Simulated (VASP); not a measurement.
# HfMo (Cmmm) in VASP: notebook

Runs on HfMo. Level: PBE. Tasks: single point.

Everything below comes from runs of VASP 6.6.1. Logs are shortened: lines on timing, memory, paths and dates and some standing lists are left out, and cuts for length are marked.

## 1. The cell of the first run

It takes space group Cmmm (No. 65, orthorhombic). The conventional cell has a = 3.342 Å, b = 4.945 Å, c = 4.447 Å, α = 90.00°, β = 90.00°, γ = 90.00°. Within 3.7 Å of Hf (site symmetry mmm) lie 8 Mo at 2.78 to 3.33 Å and 6 Hf at 2.98 to 3.34 Å. Mo (site symmetry mmm) has 8 Hf at 2.78 to 3.33 Å and 6 Mo at 2.98 to 3.34 Å within 3.7 Å.

## 2. Single point, PBE

File INCAR:

```
SYSTEM = HfMo
ALGO     = Normal         ! electronic algorithm
EDIFF    = 1E-6           ! SCF threshold, eV
ENCUT    = 520            ! plane-wave cutoff, eV
GGA      = PE             ! functional
ISIF     = 2              ! what is computed and relaxed
ISMEAR   = 0              ! smearing method
LASPH    = .True.         ! aspherical terms in the spheres
LCHARG   = .False.        ! write CHGCAR
LREAL    = .False.        ! projectors in reciprocal space
LWAVE    = .False.        ! write WAVECAR
NBANDS   = 19             ! bands
NELM     = 80             ! most SCF steps
PREC     = Accurate       ! precision mode
SIGMA    = 0.1            ! smearing width, eV
```

File KPOINTS:

```
k-points
0
Gamma
  6 6 4
  0 0 0
```

File POSCAR:

```
HfMo
1.0
    1.6712035000     -2.4724670000      0.0000000000
    1.6712035000      2.4724670000      0.0000000000
    0.0000000000      0.0000000000      4.4470110000
Hf Mo
1 1
Direct
    0.0000000000      0.0000000000      0.0000000000
    0.5000000000      0.5000000000      0.5000000000
```

Potentials or basis: VASP PAW PBE potentials, release 64 (Hf_pv, Mo_sv).

Command:

```console
$ cat potpaw_PBE.64/Hf_pv/POTCAR potpaw_PBE.64/Mo_sv/POTCAR > POTCAR
$ mpirun -np 1 vasp_std > vasp.out
```

OUTCAR:

```text
SYSTEM = HfMo
   EDIFF = 1E-6
   ENCUT = 520
   GGA = PE
   ISIF = 2
   ISMEAR = 0
   LASPH = .True.
   LREAL = .False.
   NELM = 80
   PREC = Accurate

 ion  position               nearest neighbor table
   1  0.000  0.000  0.000-   2 2.78   2 2.78   2 2.78   2 2.78   2 3.33   2 3.33   2 3.33   2 3.33

   2  0.500  0.500  0.500-   1 2.78   1 2.78   1 2.78   1 2.78   1 3.33   1 3.33   1 3.33   1 3.33

  LATTYP: Found a base centered orthorhombic cell.
 ALAT       =     3.3424070000
 B/A-ratio  =     1.4794529810
 C/A-ratio  =     1.3304815960

  Lattice vectors:

 A1 = (   1.6712035000,  -2.4724670000,   0.0000000000)
 A2 = (   1.6712035000,   2.4724670000,   0.0000000000)
 A3 = (   0.0000000000,   0.0000000000,   4.4470110000)

Analysis of symmetry for initial positions (statically):
=====================================================================
 Subroutine PRICEL returns:
 Original cell was already a primitive cell.

 Routine SETGRP: Setting up the symmetry group for a
 base centered orthorhombic supercell.

 Subroutine GETGRP returns: Found  8 space group operations
 (whereof  8 operations were pure point group operations)
 out of a pool of  8 trial point group operations.

The static configuration has the point symmetry D_2h.

Analysis of symmetry for dynamics (positions and initial velocities):
=====================================================================
 Subroutine PRICEL returns:
 Original cell was already a primitive cell.

 Routine SETGRP: Setting up the symmetry group for a
 base centered orthorhombic supercell.

 Subroutine GETGRP returns: Found  8 space group operations
 (whereof  8 operations were pure point group operations)
 out of a pool of  8 trial point group operations.

The dynamic configuration has the point symmetry D_2h.

 Subroutine INISYM returns: Found  8 space group operations
 (whereof  8 operations are pure point group operations),
 and found     1 'primitive' translations

----------------------------------------------------------------------------------------

                                     Primitive cell

  volume of cell :      36.7501

  direct lattice vectors                    reciprocal lattice vectors
     1.671203500 -2.472467000  0.000000000     0.299185587 -0.202227168  0.000000000
     1.671203500  2.472467000  0.000000000     0.299185587  0.202227168  0.000000000
     0.000000000  0.000000000  4.447011000     0.000000000  0.000000000  0.224870143

  length of vectors
     2.984294591  2.984294591  4.447011000     0.361120261  0.361120261  0.224870143

  position of ions in fractional coordinates (direct lattice)
     0.000000000  0.000000000  0.000000000
     0.500000000  0.500000000  0.500000000

  ion indices of the primitive-cell ions
   primitive index   ion index
                 1           1
                 2           2

----------------------------------------------------------------------------------------

 KPOINTS: k-points

Automatic generation of k-mesh.
 Grid dimensions read from file:
 generate k-points for:    6    6    4

 Generating k-lattice:

  Cartesian coordinates                     Fractional coordinates (reciprocal lattice)
     0.049864264 -0.033704528  0.000000000     0.166666667  0.000000000  0.000000000
     0.049864264  0.033704528  0.000000000     0.000000000  0.166666667  0.000000000
     0.000000000  0.000000000  0.056217536     0.000000000  0.000000000  0.250000000

  Length of vectors
     0.060186710  0.060186710  0.056217536

  Shift w.r.t. Gamma in fractional coordinates (k-lattice)
     0.000000000  0.000000000  0.000000000

 Subroutine IBZKPT returns following result:
 ===========================================

 Found     39 irreducible k-points:

 Following reciprocal coordinates:
            Coordinates               Weight
  0.000000  0.000000  0.000000      1.000000
  0.166667  0.000000  0.000000      4.000000
  0.333333 -0.000000  0.000000      4.000000
  0.500000  0.000000  0.000000      2.000000
  0.166667  0.166667  0.000000      2.000000
  0.333333  0.166667  0.000000      4.000000
[... 16 lines left out ...]
  0.333333  0.333333  0.250000      4.000000
  0.500000  0.333333  0.250000      8.000000
 [... further k-points ...]
   k-points           NKPTS =     39   k-points in BZ     NKDIM =     39   number of bands    NBANDS=     19
   number of dos      NEDOS =    301   number of ions     NIONS =      2
   total plane-waves  NPLWV =  20736
   dimension x,y,z NGX =    24 NGY =   24 NGZ =   36
   dimension x,y,z NGXF=    48 NGYF=   48 NGZF=   72
   ions per type =               1   1
   NGX,Y,Z   is equivalent  to a cutoff of  13.37, 13.37, 13.46 a.u.
   NGXF,Y,Z  is equivalent  to a cutoff of  26.74, 26.74, 26.92 a.u.
 SYSTEM =  HfMo
   PREC   = accura    normal or accurate (medium, high low for compatibility)
   ISTART =      0    job   : 0-new  1-cont  2-samecut
   ICHARG =      2    charge: 1-file 2-atom 10-const
   ISPIN  =      1    spin polarized calculation?
   LNONCOLLINEAR =      F non collinear calculations
   LSORBIT =      F    spin-orbit coupling
   LASPH  =      T    aspherical Exc in radial PAW
   ENCUT  =  520.0 eV  38.22 Ry    6.18 a.u.   5.55  5.55  8.27*2*pi/ulx,y,z
   NELM   =     80;   NELMIN=  2; NELMDL= -5     # of ELM steps
   EDIFF  = 0.1E-05   stopping-criterion for ELM
   LREAL  =      F    real-space projection
   EDIFFG = 0.1E-04   stopping-criterion for IOM
   NSW    =      0    number of steps for IOM
   IBRION =     -1    ionic relax: 0-MD 1-quasi-New 2-CG
   NFREE  =      0    steps in history (QN), initial steepest desc. (CG)
   ISIF   =      2    stress and relaxation
   ISYM   =      2    0-nonsym 1-usesym 2-fastsym
   POTIM  = 0.5000    time-step for ionic-motion
   TEBEG  =    0.0;   TEEND  =   0.0 temperature during run
   PSTRESS=    0.0 pullay stress
   NELECT =      24.0000    total number of electrons
   NUPDOWN=      -1.0000    fix difference up-down
   EMIN   =  10.00;   EMAX   =-10.00  energy-range for DOS
   EFERMI =   0.00;   METHOD = LEGACY
   ISMEAR =     0;   SIGMA  =   0.10  broadening in eV -4-tet -1-fermi 0-gaus
   EFERMI_NEDOS =   21; number of points for ismear=-14 and -15
   IALGO  =     38    algorithm
   IMIX   =      4    mixing-type and parameters
     AMIX     =   0.40;   BMIX     =  1.00
     AMIX_MAG =   1.60;   BMIX_MAG =  1.00
  volume/ion in A,a.u.               =      18.38       124.00
  Fermi-wavevector in a.u.,A,eV,Ry     =   1.420341  2.684055 27.447958  2.017368
  Thomas-Fermi vector in A             =   2.541266
   LORBIT       =      0    0 simple, 1 ext, 2 COOP (PROOUT), +10 PAW based schemes
   GGA     = PE    functional components
   LHFCALC =     F    Hartree Fock is set to
   AEXX    =    0.0000 exact exchange contribution
   IVDW    =     0    specifies the selected vdW correction
   LEPSILON=     F    determine dielectric tensor
   LRPA    =     F    only Hartree local field effects (RPA)
 non-spin polarized calculation
 Gauss-broadening in eV      SIGMA  =   0.10
  energy-cutoff  :      520.00
  volume of cell :       36.75
 maximum number of plane-waves:      1015
 NGX is ok and might be reduce to    24
   NGX = 11   NGY = 11   NGZ = 17

 number of electron      23.9999998 magnetization

 Free energy of the ion-electron system (eV)
  ---------------------------------------------------
  ext. energy  EPLUGINS =         0.00000000
  ---------------------------------------------------
  free energy    TOTEN  =       -20.69554315 eV

  energy without entropy =      -20.68681566  energy(sigma->0) =      -20.69117940

 E-fermi :   7.7174     XC(G=0): -12.3345

 val. band max:        7.6389458788   @ k =   0.5000   0.3333   0.0000
 cond. band min:       7.7217707512   @ k =   0.3333  -0.0000   0.0000
 fundamental gap:      0.0828248725
 Fermi energy:         7.7173996586

 k-point     1 :       0.0000    0.0000    0.0000
  band No.  band energies     occupation
      1     -52.4679      2.00000
      2     -26.6658      2.00000
      3     -26.3615      2.00000
      4     -26.2821      2.00000
      5     -21.9371      2.00000
      6     -21.7306      2.00000
[... 11 lines left out ...]
     18      13.1745      0.00000
     19      15.7270      0.00000

 k-point     2 :       0.1667    0.0000    0.0000
  band No.  band energies     occupation
      1     -52.4561      2.00000
      2     -26.6326      2.00000
      3     -26.4490      2.00000
      4     -26.3186      2.00000
      5     -21.9436      2.00000
      6     -21.9106      2.00000
[... 11 lines left out ...]
     18      13.1022      0.00000
     19      16.7976      0.00000

 k-point     3 :       0.3333   -0.0000    0.0000
  band No.  band energies     occupation
      1     -52.4323      2.00000
      2     -26.6687      2.00000
      3     -26.5652      2.00000
      4     -26.3416      2.00000
      5     -22.3251      2.00000
      6     -21.9575      2.00000
[... 11 lines left out ...]
     18      13.3168      0.00000
     19      17.1956      0.00000

 k-point     4 :       0.5000    0.0000    0.0000
  band No.  band energies     occupation
      1     -52.4204      2.00000
      2     -26.7792      2.00000
      3     -26.5309      2.00000
      4     -26.3498      2.00000
      5     -22.5262      2.00000
      6     -21.9650      2.00000
[... 11 lines left out ...]
     18      13.7551      0.00000
     19      16.9577      0.00000

 k-point     5 :       0.1667    0.1667    0.0000
  band No.  band energies     occupation
      1     -52.4421      2.00000
      2     -26.5817      2.00000
      3     -26.5092      2.00000
      4     -26.4109      2.00000
      5     -22.0519      2.00000
      6     -21.9710      2.00000
[... 11 lines left out ...]
     18      13.6142      0.00000
     19      17.2715      0.00000

 k-point     6 :       0.3333    0.1667    0.0000
  band No.  band energies     occupation
      1     -52.4204      2.00000
      2     -26.6765      2.00000
      3     -26.5317      2.00000
      4     -26.4584      2.00000
      5     -22.3458      2.00000
      6     -21.9634      2.00000
[... 11 lines left out ...]
     18      13.9760      0.00000
     19      16.2768      0.00000

 k-point     7 :       0.5000    0.1667    0.0000
  band No.  band energies     occupation
      1     -52.4128      2.00000
      2     -26.7588      2.00000
      3     -26.5335      2.00000
      4     -26.4394      2.00000
      5     -22.4724      2.00000
      6     -21.9274      2.00000
[... 11 lines left out ...]
     18      14.4907      0.00000
     19      16.7806      0.00000

 k-point     8 :      -0.3333    0.1667    0.0000
  band No.  band energies     occupation
      1     -52.4270      2.00000
      2     -26.6360      2.00000
      3     -26.5850      2.00000
      4     -26.4143      2.00000
      5     -22.2431      2.00000
      6     -21.8998      2.00000
[... 256 lines left out ...]
 k-point    20 :       0.5000    0.1667    0.2500
  band No.  band energies     occupation
      1     -52.4128      2.00000
      2     -26.7697      2.00000
      3     -26.5500      2.00000
      4     -26.4433      2.00000
      5     -22.4519      2.00000
      6     -21.9190      2.00000
[... 11 lines left out ...]
     18      14.9845      0.00000
     19      16.0515      0.00000

 k-point    21 :      -0.3333    0.1667    0.2500
  band No.  band energies     occupation
      1     -52.4272      2.00000
      2     -26.6413      2.00000
      3     -26.5688      2.00000
      4     -26.4118      2.00000
      5     -22.2399      2.00000
      6     -21.9325      2.00000
[... 11 lines left out ...]
     18      13.1737      0.00000
     19      15.4078      0.00000

 k-point    22 :      -0.1667    0.1667    0.2500
  band No.  band energies     occupation
      1     -52.4490      2.00000
      2     -26.6017      2.00000
      3     -26.4216      2.00000
      4     -26.4071      2.00000
      5     -21.9704      2.00000
      6     -21.8615      2.00000
[... 11 lines left out ...]
     18      13.5440      0.00000
     19      13.7010      0.00000

 k-point    23 :       0.3333    0.3333    0.2500
  band No.  band energies     occupation
      1     -52.4030      2.00000
      2     -26.6832      2.00000
      3     -26.6286      2.00000
      4     -26.5326      2.00000
      5     -22.3228      2.00000
      6     -22.1920      2.00000
[... 11 lines left out ...]
     18      15.0323      0.00000
     19      16.8430      0.00000

 k-point    24 :       0.5000    0.3333    0.2500
  band No.  band energies     occupation
      1     -52.3978      2.00000
      2     -26.7712      2.00000
      3     -26.5648      2.00000
      4     -26.5219      2.00000
      5     -22.4730      2.00000
      6     -22.0916      2.00000
[... 11 lines left out ...]
     18      15.5121      0.00000
     19      16.3176      0.00000

 [... further k-points ...]

------------------------ aborting loop because EDIFF is reached ----------------------------------------

  FORCE on cell =-STRESS in cart. coord.  units (eV):
  Direction    XX          YY          ZZ          XY          YZ          ZX
  --------------------------------------------------------------------------------------
  -------------------------------------------------------------------------------------
  Total        0.0381843     -0.2242667      0.1222393     -0.0000000      0.0000000      0.0000000
  in kB        1.6647060     -9.7772631      5.3292187     -0.0000000      0.0000000      0.0000000
  external PRESSURE =      -0.9277794 kB  Pullay stress =       0.0000000 kB

 VOLUME and BASIS-vectors are now :
 -----------------------------------------------------------------------------
  energy-cutoff  :      520.00
  volume of cell :       36.75
      direct lattice vectors                 reciprocal lattice vectors
     1.671203500 -2.472467000  0.000000000     0.299185587 -0.202227168  0.000000000
     1.671203500  2.472467000  0.000000000     0.299185587  0.202227168  0.000000000
     0.000000000  0.000000000  4.447011000     0.000000000  0.000000000  0.224870143

 POSITION                                       TOTAL-FORCE (eV/Angst)
 -----------------------------------------------------------------------------------
      0.00000      0.00000      0.00000         0.000000     -0.000000      0.000000
      1.67120      0.00000      2.22351         0.000000      0.000000      0.000000
 -----------------------------------------------------------------------------------
    total drift:                                0.000000      0.000000     -0.000000

  FREE ENERGIE OF THE ION-ELECTRON SYSTEM (eV)
  ---------------------------------------------------
  free  energy   TOTEN  =       -20.6955431512 eV

  energy  without entropy=      -20.6868156564  energy(sigma->0) =      -20.69117940
```

Wall time 8.9 s (1 thread of Intel Xeon 6975P-C (Granite Rapids), shared host); peak memory 0.17 GiB.

Results:

* Free energy: -20.6955 eV
* Pressure: -0.1 GPa
* Band gap on the k mesh: zero (bands 12 and 13 overlap by 2.65 eV)

Stress tensor (GPa, compression positive):
```
 0.17  0.00  0.00
 0.00 -0.98  0.00
 0.00  0.00  0.53
```

Caveat: the k points lie up to 0.38 Å⁻¹ apart, too coarse for converged energies and pressures of a metal; spin-orbit coupling is left out, which moves the levels of the heavy elements.

## 3. Single point, PBE

File INCAR:

```
PREC = Accurate
ENCUT = 520
EDIFF = 1E-6
ISMEAR = 0
SIGMA = 0.1
LREAL = False
LASPH = True
NELM = 80
ALGO = Fast
ISIF = 2
LWAVE = False
LCHARG = True
GGA = PE
LELF = True
LVHAR = True
NBANDS = 19
```

File KPOINTS:

```
regular mesh
0
Gamma
  20 20 12
```

File POSCAR:

```
HfMo
1.0
    1.6775275765     -2.4519160201      0.0000000000
    1.6775275765      2.4519160201      0.0000000000
    0.0000000000      0.0000000000      4.4717878011
Hf Mo
1 1
Direct
    0.0000000000      0.0000000000      0.0000000000
    0.5000000000      0.5000000000      0.5000000000
```

Potentials or basis: VASP PAW PBE potentials, release 64 (Hf_pv, Mo_sv).

Command:

```console
$ cat potpaw_PBE.64/Hf_pv/POTCAR potpaw_PBE.64/Mo_sv/POTCAR > POTCAR
$ mpirun -np 1 vasp_std > vasp.out
```

Wall time 2.7 min (1 thread of Intel Xeon 6975P-C (Granite Rapids), shared host); peak memory 0.62 GiB.

It converged, with:

| Item | Value |
| --- | --- |
| Free energy | -20.6985 eV |
| Pressure | -0.3 GPa |
| Band gap on the k mesh | zero (bands 12 and 13 overlap by 2.72 eV) |

Stress tensor (GPa, compression positive):
```
-0.25  0.00  0.00
 0.00 -0.16  0.00
 0.00  0.00 -0.55
```

Levels at points of the mesh, in eV from the Fermi level:
```
           k point  band 10  band 11  band 12  band 13  band 14  band 15
(0.00, 0.00, 0.00)    -1.68    -0.38     0.15     1.44     1.92     2.59
(0.50, 0.00, 0.00)    -1.49    -1.00    -0.47     0.05     1.38     2.50
(0.50, 0.50, 0.00)    -3.58    -1.91     1.22     3.56     3.73     4.87
(0.00, 0.00, 0.50)    -1.14    -0.40     0.51     1.15     1.24     1.26
(0.50, 0.00, 0.50)    -1.81    -1.33     1.74     1.92     2.28     2.50
(0.50, 0.50, 0.50)    -2.19    -1.52     0.02     0.74     2.02     2.90
```

Caveat: spin-orbit coupling is left out, which moves the levels of the heavy elements.
